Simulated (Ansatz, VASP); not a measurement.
Two plane-wave programs on TiC

```
Ti C
1.0
     0.00000    2.22499    2.04699
     2.22499    0.00000    2.04699
     2.22499    2.22499    0.00000
Ti C
1 1
Direct
  0.00000 0.00000 0.00000
  0.50000 0.50000 0.50000
```

Alike in both runs: task single point; functional PBE; k mesh 20 × 20 × 20; occupations gaussian, width 0.15 eV; no spin polarisation.

|  | VASP | Ansatz |
| --- | --- | --- |
| version | VASP 6.6.1 | Ansatz 0.2.0 |
| potentials or method | VASP PAW PBE potentials, release 64 (Ti_sv, C), cutoff 520 eV | scalar-relativistic, plane waves, PAW |
| valence electrons in the cell | 16 | 16 |

```tsv
	VASP	Ansatz	Ansatz less VASP
gap on the k mesh at the Fermi level (eV)	none	none	-
pressure (GPa)	4.5	4.3	-0.18
traceless stress, the component that is largest in VASP (GPa)	25.74	25.62	-0.120
```

A gap of «none» marks a metal or a gap that the smearing closes.
